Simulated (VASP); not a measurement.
# Ga3BAs4 in VASP: notebook

The runs below take Ga3BAs4 through relaxation of volume and atoms at fixed shape, single point, with PBEsol, HSE06.

Program: VASP 6.6.1. These are calculated values, not measurements. Logs are shortened: lines on timing, memory, paths and dates and some standing lists are left out, and cuts for length are marked.

## (1) The cell of the first run

The typed cell holds 64 atoms: a = 10.874 Å, b = 10.874 Å, c = 10.874 Å, α = 90.00°, β = 90.00°, γ = 90.00°.

## (2) Relaxation of volume and atoms at fixed shape, PBEsol

Contents of INCAR:

```
SYSTEM = Ga3BAs4
ALGO     = Normal         ! electronic algorithm
EDIFF    = 1E-7           ! SCF threshold, eV
EDIFFG   = -0.03          ! ionic threshold
ENCUT    = 560            ! plane-wave cutoff, eV
GGA      = PS             ! functional
GGA_COMPAT= .False.      
IBRION   = 2              ! ionic algorithm
ISIF     = 8              ! what is computed and relaxed
ISMEAR   = -1             ! smearing method
ISYM     = -1           
KPAR     = 1            
LASPH    = .True.         ! aspherical terms in the spheres
LCHARG   = .False.        ! write CHGCAR
LREAL    = Auto         
LWAVE    = .False.        ! write WAVECAR
NELM     = 120            ! most SCF steps
NELMIN   = 4            
NSW      = 100            ! ionic steps
PREC     = Accurate       ! precision mode
SIGMA    = 0.05           ! smearing width, eV
```

Contents of KPOINTS:

```
explicit points
1
Reciprocal
  0.25000000   0.25000000   0.25000000 1
```

Contents of POSCAR:

```
Ga3BAs4
1.0
   10.8739410000      0.0000000000      0.0000000000
    0.0000000000     10.8739410000      0.0000000000
    0.0000000000      0.0000000000     10.8739410000
Ga B As
24 8 32
Direct
    0.0011690000      0.0009560000      0.9976230000
    0.0002670000      0.5033160000      0.0011100000
    0.0014500000      0.4994280000      0.4992680000
    0.5002390000      0.5032550000      0.0000940000
    0.5020380000      0.5009770000      0.4987960000
    0.2501830000      0.2493420000      0.0028540000
    0.2505530000      0.2540980000      0.4973880000
    0.2508550000      0.7497620000      0.0013320000
    0.2472070000      0.7522740000      0.5014190000
    0.7504020000      0.2512480000      0.9971490000
    0.7463620000      0.2522290000      0.4995700000
    0.7521180000      0.7481650000      0.0014880000
    0.7518510000      0.7488030000      0.5008900000
    0.2502230000      0.9982720000      0.2495310000
    0.2478700000      0.9980980000      0.7477340000
    0.2491400000      0.4969480000      0.7516560000
    0.7481370000      0.9985070000      0.2470660000
    0.7504300000      0.0024840000      0.7483620000
    0.7472720000      0.4969000000      0.7505960000
    0.0009340000      0.2507980000      0.2534980000
    0.0005400000      0.7535730000      0.2465920000
    0.5007370000      0.2507490000      0.2529220000
    0.5002730000      0.2529840000      0.7496960000
    0.5005400000      0.7510580000      0.2480310000
    0.9986000000      0.9998990000      0.5017970000
    0.5013590000      0.9990360000      0.9992810000
    0.4985500000      0.9966030000      0.4984450000
    0.2510860000      0.5009590000      0.2494770000
    0.7493460000      0.4988500000      0.2501410000
    0.9976010000      0.2483690000      0.7483540000
    0.0010430000      0.7484360000      0.7484490000
    0.5013290000      0.7510170000      0.7501730000
    0.1219060000      0.1234090000      0.1262030000
    0.1254070000      0.1273530000      0.6253690000
    0.1267320000      0.6252790000      0.1265630000
    0.1231360000      0.6259240000      0.6273960000
    0.6245890000      0.1265290000      0.1259320000
    0.6233650000      0.1260820000      0.6251690000
    0.6226330000      0.6279020000      0.1217360000
    0.6212260000      0.6247980000      0.6276270000
    0.3753980000      0.3732300000      0.1251380000
    0.3741140000      0.3743510000      0.6250680000
    0.3780430000      0.8741540000      0.1240130000
    0.3751340000      0.8760130000      0.6253590000
    0.8745210000      0.3749190000      0.1260620000
    0.8743420000      0.3735900000      0.6271000000
    0.8757340000      0.8754170000      0.1245840000
    0.8737720000      0.8735240000      0.6267880000
    0.3757300000      0.1259380000      0.3749920000
    0.3758540000      0.1224580000      0.8765210000
    0.3717820000      0.6261380000      0.3727000000
    0.3744170000      0.6303700000      0.8743870000
    0.8731160000      0.1253630000      0.3748960000
    0.8759670000      0.1253310000      0.8752600000
    0.8760680000      0.6259280000      0.3727700000
    0.8757360000      0.6245290000      0.8749380000
    0.1250860000      0.3788210000      0.3744690000
    0.1237930000      0.3754210000      0.8770450000
    0.1250560000      0.8785800000      0.3714370000
    0.1237560000      0.8743960000      0.8763060000
    0.6283340000      0.3705520000      0.3745280000
    0.6263890000      0.3763070000      0.8755710000
    0.6237040000      0.8741120000      0.3777380000
    0.6219900000      0.8732490000      0.8764490000
```

Potentials or basis: VASP PAW PBE potentials, release 64 (Ga_d, B, As).

Run with:

```bash
$ cat potpaw_PBE.64/Ga_d/POTCAR potpaw_PBE.64/B/POTCAR potpaw_PBE.64/As/POTCAR > POTCAR
$ mpirun -np 4 vasp_std > vasp.out
```

OUTCAR:

```text
SYSTEM = Ga3BAs4
   EDIFF = 1E-7
   EDIFFG = -0.03
   ENCUT = 560
   GGA = PS
   IBRION = 2
   ISIF = 8
   ISMEAR = -1
   ISYM = -1
   LASPH = .True.
   LREAL = Auto
   NELM = 120
   NELMIN = 4
   NSW = 100
   PREC = Accurate

 ion  position               nearest neighbor table
   1  0.001  0.001  0.998-  60 2.33  33 2.33  54 2.34  47 2.37
   2  0.000  0.503  0.001-  56 2.34  35 2.35  58 2.36  45 2.38
   3  0.001  0.499  0.499-  57 2.32  36 2.36  55 2.38  46 2.39
   4  0.500  0.503  0.000-  39 2.31  62 2.37  52 2.38  41 2.39
   5  0.502  0.501  0.499-  40 2.34  42 2.39  61 2.39  51 2.40
   6  0.250  0.249  0.003-  41 2.33  33 2.37  58 2.37  50 2.38
[... 56 lines left out ...]
  63  0.624  0.874  0.378-  27 2.31  24 2.36  13 2.36  17 2.38
  64  0.622  0.873  0.876-  32 2.32  26 2.32  12 2.39  18 2.42

IMPORTANT INFORMATION: All symmetrisations will be switched off!
NOSYMM: (Re-)initialisation of all symmetry stuff for point group C_1.

----------------------------------------------------------------------------------------

                                     Primitive cell

  volume of cell :    1285.7630

  direct lattice vectors                    reciprocal lattice vectors
    10.873941000  0.000000000  0.000000000     0.091962978  0.000000000  0.000000000
     0.000000000 10.873941000  0.000000000     0.000000000  0.091962978  0.000000000
     0.000000000  0.000000000 10.873941000     0.000000000  0.000000000  0.091962978

  length of vectors
    10.873941000 10.873941000 10.873941000     0.091962978  0.091962978  0.091962978

  position of ions in fractional coordinates (direct lattice)
     0.001169000  0.000956000  0.997623000
     0.000267000  0.503316000  0.001110000
     0.001450000  0.499428000  0.499268000
     0.500239000  0.503255000  0.000094000
     0.502038000  0.500977000  0.498796000
     0.250183000  0.249342000  0.002854000
[... 56 lines left out ...]
     0.623704000  0.874112000  0.377738000
     0.621990000  0.873249000  0.876449000

  ion indices of the primitive-cell ions
   primitive index   ion index
                 1           1
                 2           2
                 3           3
                 4           4
                 5           5
                 6           6
[... 56 lines left out ...]
                63          63
                64          64

----------------------------------------------------------------------------------------

 KPOINTS: explicit points

Read explicit list of k-points.

 Found      1 k-points:

 Following reciprocal coordinates:
            Coordinates               Weight
  0.250000  0.250000  0.250000      1.000000
   k-points           NKPTS =      1   k-points in BZ     NKDIM =      1   number of bands    NBANDS=    300
   number of dos      NEDOS =    301   number of ions     NIONS =     64
   total plane-waves  NPLWV = 592704
   dimension x,y,z NGX =    84 NGY =   84 NGZ =   84
   dimension x,y,z NGXF=   168 NGYF=  168 NGZF=  168
   ions per type =              24   8  32
   NGX,Y,Z   is equivalent  to a cutoff of  12.84, 12.84, 12.84 a.u.
   NGXF,Y,Z  is equivalent  to a cutoff of  25.68, 25.68, 25.68 a.u.
 SYSTEM =  Ga3BAs4
   PREC   = accura    normal or accurate (medium, high low for compatibility)
   ISTART =      0    job   : 0-new  1-cont  2-samecut
   ICHARG =      2    charge: 1-file 2-atom 10-const
[... 16 lines left out ...]
   PSTRESS=    0.0 pullay stress
   NELECT =     496.0000    total number of electrons
   NUPDOWN=      -1.0000    fix difference up-down
   EMIN   =  10.00;   EMAX   =-10.00  energy-range for DOS
   EFERMI =   0.00;   METHOD = LEGACY
   ISMEAR =    -1;   SIGMA  =   0.05  broadening in eV -4-tet -1-fermi 0-gaus
   EFERMI_NEDOS =   21; number of points for ismear=-14 and -15
   IALGO  =     38    algorithm
   IMIX   =      4    mixing-type and parameters
     AMIX     =   0.40;   BMIX     =  1.00
     AMIX_MAG =   1.60;   BMIX_MAG =  1.00
  volume/ion in A,a.u.               =      20.09       135.57
  Fermi-wavevector in a.u.,A,eV,Ry     =   1.191741  2.252063 19.323617  1.420246
  Thomas-Fermi vector in A             =   2.327795
   LORBIT       =      0    0 simple, 1 ext, 2 COOP (PROOUT), +10 PAW based schemes
   GGA     = PS    functional components
   LHFCALC =     F    Hartree Fock is set to
   AEXX    =    0.0000 exact exchange contribution
   IVDW    =     0    specifies the selected vdW correction
   LEPSILON=     F    determine dielectric tensor
   LRPA    =     F    only Hartree local field effects (RPA)
 conjugate gradient relaxation of ions
 non-spin polarized calculation
  energy-cutoff  :      560.00
  volume of cell :     1285.76
 maximum number of plane-waves:     38733
 NGX is ok and might be reduce to    84
   NGX = 41   NGY = 41   NGZ = 41

--------------------------------------- Ionic step        1  -------------------------------------------

 number of electron     496.0000003 magnetization

 Free energy of the ion-electron system (eV)
  ---------------------------------------------------
  ext. energy  EPLUGINS =         0.00000000
  ---------------------------------------------------
  free energy    TOTEN  =      -300.74051351 eV

  energy without entropy =     -300.74051023  energy(sigma->0) =     -300.74051187

------------------------ aborting loop because EDIFF is reached ----------------------------------------

  FORCE on cell =-STRESS in cart. coord.  units (eV):
  Direction    XX          YY          ZZ          XY          YZ          ZX
  --------------------------------------------------------------------------------------
  -------------------------------------------------------------------------------------
  Total       19.9653703     19.2613816     19.8601871     -9.0821770     -6.2136877     -5.8390803
  in kB       24.8786629     24.0014291     24.7475950    -11.3172165     -7.7428186     -7.2760238
  external PRESSURE =      24.5425624 kB  Pullay stress =       0.0000000 kB
[... 183 lines left out ...]
--------------------------------------- Ionic step        3  -------------------------------------------

 number of electron     495.9999940 magnetization

 E-fermi :   4.1092     XC(G=0):  -9.7348

 val. band max:        3.5122310072   @ k =   0.2500   0.2500   0.2500
 cond. band min:       4.6849601301   @ k =   0.2500   0.2500   0.2500
 fundamental gap:      1.1727291229
 Fermi energy:         4.1091733576

 k-point     1 :       0.2500    0.2500    0.2500
  band No.  band energies     occupation
      1     -11.2180      2.00000
      2     -11.2025      2.00000
      3     -11.1991      2.00000
      4     -11.1925      2.00000
      5     -11.1841      2.00000
      6     -11.1831      2.00000
[... 252 lines left out ...]
    259       5.7446      0.00000
    260       5.7635      0.00000
 [bands above 260 left out]

------------------------ aborting loop because EDIFF is reached ----------------------------------------

  FORCE on cell =-STRESS in cart. coord.  units (eV):
  Direction    XX          YY          ZZ          XY          YZ          ZX
  --------------------------------------------------------------------------------------
  -------------------------------------------------------------------------------------
  Total      -36.6473261    -40.2535043    -40.0848664     -5.9658922     -6.8335099     -7.1489092
  in kB      -42.7032772    -46.9053744    -46.7088692     -6.9517527     -7.9627437     -8.3302626
  external PRESSURE =     -45.4391736 kB  Pullay stress =       0.0000000 kB
[... 79 lines left out ...]
  FREE ENERGIE OF THE ION-ELECTRON SYSTEM (eV)
  ---------------------------------------------------
  free  energy   TOTEN  =      -308.3598767104 eV

  energy  without entropy=     -308.3598510826  energy(sigma->0) =     -308.35986390

[... ionic steps 4 to 15 ...]

--------------------------------------- Ionic step       16  -------------------------------------------

 number of electron     495.9999979 magnetization

------------------------ aborting loop because EDIFF is reached ----------------------------------------
[... 191 lines left out ...]
--------------------------------------- Ionic step       18  -------------------------------------------

 number of electron     495.9999975 magnetization

 Free energy of the ion-electron system (eV)
  ---------------------------------------------------
  ext. energy  EPLUGINS =         0.00000000
  ---------------------------------------------------
  free energy    TOTEN  =      -311.16777511 eV

  energy without entropy =     -311.16776874  energy(sigma->0) =     -311.16777192

 E-fermi :   4.8233     XC(G=0): -10.0406

 val. band max:        4.1528936479   @ k =   0.2500   0.2500   0.2500
 cond. band min:       5.4753176830   @ k =   0.2500   0.2500   0.2500
 fundamental gap:      1.3224240350
 Fermi energy:         4.8233168935

 k-point     1 :       0.2500    0.2500    0.2500
  band No.  band energies     occupation
      1     -10.6129      2.00000
      2     -10.6065      2.00000
      3     -10.6046      2.00000
      4     -10.6026      2.00000
      5     -10.5946      2.00000
      6     -10.5937      2.00000
[... 252 lines left out ...]
    259       6.5377      0.00000
    260       6.5737      0.00000
 [bands above 260 left out]

------------------------ aborting loop because EDIFF is reached ----------------------------------------

  FORCE on cell =-STRESS in cart. coord.  units (eV):
  Direction    XX          YY          ZZ          XY          YZ          ZX
  --------------------------------------------------------------------------------------
  -------------------------------------------------------------------------------------
  Total        2.6307565     -1.7743562     -1.7304569     -6.6557386     -6.9511810     -6.7195693
  in kB        3.2818798     -2.2135169     -2.1587522     -8.3030619     -8.6716276     -8.3826910
  external PRESSURE =      -0.3634631 kB  Pullay stress =       0.0000000 kB
[... 79 lines left out ...]
  FREE ENERGIE OF THE ION-ELECTRON SYSTEM (eV)
  ---------------------------------------------------
  free  energy   TOTEN  =      -311.1677751078 eV

  energy  without entropy=     -311.1677687418  energy(sigma->0) =     -311.16777192

 reached required accuracy - stopping structural energy minimisation
```

Wall time 35 min (4 MPI ranks of AMD EPYC 9R45 (Zen 5), shared host); peak memory 0.51 GiB.

Results:

```
Free energy                           : -311.1678 eV
Relaxed volume                        : 20.07 Å³/atom
Relaxed cell                          : a = 10.870 Å, b = 10.870 Å, c = 10.870 Å, α = 90.00°, β = 90.00°, γ = 90.00°
Space group after relaxing (to 0.1 Å) : Cc (No. 9)
Energy gained by relaxing             : 162.9 meV/atom
Ionic steps                           : 18
Pressure after relaxing               : 0.0 GPa
Largest force after relaxing          : 0.029 eV/Å
Band gap on the k mesh                : 1.32 eV
```

Forces on the atoms (eV/Å):
```
Ga   0.008  0.008 -0.007
Ga  -0.011  0.004  0.003
Ga  -0.005 -0.006  0.007
Ga  -0.008  0.003  0.003
Ga   0.009  0.011 -0.010
Ga  -0.005  0.000  0.004
Ga   0.002 -0.003 -0.004
Ga  -0.006 -0.002  0.006
Ga   0.004 -0.005  0.001
Ga  -0.009  0.000  0.000
Ga   0.000  0.003 -0.011
Ga   0.002 -0.002  0.002
Ga   0.005  0.000 -0.008
Ga  -0.007  0.002  0.001
Ga   0.005  0.002 -0.004
Ga  -0.001 -0.007 -0.005
Ga  -0.006 -0.001  0.005
Ga   0.001 -0.004 -0.003
Ga  -0.001 -0.003 -0.006
Ga  -0.004  0.003 -0.004
Ga   0.004 -0.014  0.004
Ga  -0.015  0.000 -0.003
Ga   0.009 -0.007  0.009
Ga  -0.007  0.005 -0.009
B   -0.012  0.002 -0.001
B   -0.006  0.009 -0.008
B    0.000  0.002 -0.007
B    0.007  0.003  0.006
B   -0.004 -0.002 -0.002
B    0.002 -0.018  0.008
B    0.001 -0.002  0.006
B   -0.009 -0.006  0.010
As   0.003  0.009 -0.003
As   0.004  0.014 -0.001
As  -0.006 -0.017 -0.002
As   0.001  0.007 -0.006
As   0.002  0.012 -0.005
As   0.001 -0.013  0.008
As   0.001  0.007 -0.009
As  -0.003  0.000 -0.010
As   0.000  0.001 -0.008
As   0.006  0.013  0.004
As   0.001 -0.017 -0.002
As   0.010  0.004  0.008
As  -0.004  0.001  0.003
As   0.003  0.004 -0.006
As   0.007 -0.020  0.020
As   0.001  0.000  0.003
As   0.003  0.005 -0.001
As  -0.002  0.003 -0.002
As   0.013  0.002 -0.008
As  -0.002  0.003  0.019
As  -0.002  0.019  0.002
As  -0.005  0.005 -0.005
As   0.002 -0.010  0.018
As   0.005  0.002  0.017
As   0.001 -0.010  0.001
As  -0.004  0.009 -0.001
As   0.004  0.003  0.000
As  -0.004  0.002 -0.012
As   0.021  0.000 -0.018
As   0.001 -0.001 -0.001
As   0.000 -0.005 -0.001
As  -0.001 -0.005  0.012
```

Step by step:
```tsv
step	energy change (eV)	largest force (eV/Å)	pressure (GPa)	volume (Å³)
1	0.0000	3.1470	2.45	1285.76
2	-6.6845	1.6324	-2.68	1343.88
3	-7.6194	1.1184	-4.54	1374.97
4	-9.7629	1.0552	0.94	1272.57
5	-9.8665	0.8891	-0.18	1289.40
6	-10.2331	0.3349	0.12	1282.78
7	-10.2713	0.3643	0.28	1279.76
8	-10.3593	0.1761	-0.12	1285.66
9	-10.3763	0.1794	-0.37	1289.55
10	-10.4091	0.1087	0.18	1280.85
11	-10.4090	0.1087	0.19	1280.77
12	-10.4187	0.0623	-0.02	1283.90
13	-10.4187	0.0674	-0.03	1284.13
14	-10.4231	0.0475	-0.03	1284.08
15	-10.4246	0.0462	-0.02	1284.04
16	-10.4263	0.0327	0.04	1283.17
17	-10.4263	0.0384	0.05	1283.03
18	-10.4273	0.0290	-0.04	1284.31
```

Final structure:
```
Ga B As
1.0
    10.86983    0.00000    0.00000
     0.00000   10.86983    0.00000
     0.00000    0.00000   10.86983
Ga B As
24 8 32
Direct
  0.99983 0.99943 0.99038
  0.00065 0.50069 0.99741
  0.00043 0.50046 0.49911
  0.49974 0.50862 0.00417
  0.49961 0.50809 0.49570
  0.24966 0.25060 0.00063
  0.24744 0.24629 0.50031
  0.25411 0.74992 0.99569
  0.24982 0.75472 0.50478
  0.74995 0.25049 0.00066
  0.75354 0.24600 0.49972
  0.74734 0.75040 0.99588
  0.75015 0.75497 0.50452
  0.25497 0.00241 0.25489
  0.24892 0.99718 0.74715
  0.24472 0.50395 0.75207
  0.74475 0.00209 0.25371
  0.74915 0.99740 0.74690
  0.75470 0.50501 0.75228
  0.99961 0.25439 0.25869
  0.99978 0.74634 0.25752
  0.50052 0.24778 0.25038
  0.49964 0.24082 0.74919
  0.50057 0.74947 0.25025
  0.00096 0.99834 0.51013
  0.49658 0.99249 0.99353
  0.50036 0.99267 0.50558
  0.24875 0.49987 0.24771
  0.74905 0.49798 0.24954
  0.99642 0.24411 0.74215
  0.00044 0.75571 0.74242
  0.50090 0.76043 0.74781
  0.12239 0.12481 0.12646
  0.10262 0.12456 0.62392
  0.14098 0.61470 0.13624
  0.11139 0.64037 0.63615
  0.61075 0.10862 0.10550
  0.61267 0.11001 0.60847
  0.64199 0.61452 0.13934
  0.61448 0.64312 0.64011
  0.36113 0.38927 0.13666
  0.37398 0.37530 0.62512
  0.38676 0.88591 0.11190
  0.39764 0.87600 0.62518
  0.86145 0.38685 0.13888
  0.88646 0.36216 0.63544
  0.87388 0.87554 0.12467
  0.89796 0.87545 0.62573
  0.39036 0.11040 0.39512
  0.38414 0.11086 0.88918
  0.35513 0.61634 0.35982
  0.38992 0.64150 0.85926
  0.88965 0.10959 0.39145
  0.88435 0.13947 0.86052
  0.85551 0.61026 0.36575
  0.89026 0.64523 0.85997
  0.14197 0.38956 0.36439
  0.11082 0.35557 0.85855
  0.11440 0.89047 0.39287
  0.11286 0.85852 0.85984
  0.64077 0.38662 0.36421
  0.62265 0.37627 0.87490
  0.61146 0.88630 0.39039
  0.60269 0.87412 0.87404
```

Caveat: the PAW data sets were made with another functional, which shifts forces and pressure a little; a shifted mesh leaves out Γ, where band edges can lie.

(Continued in part 2 of 3.)
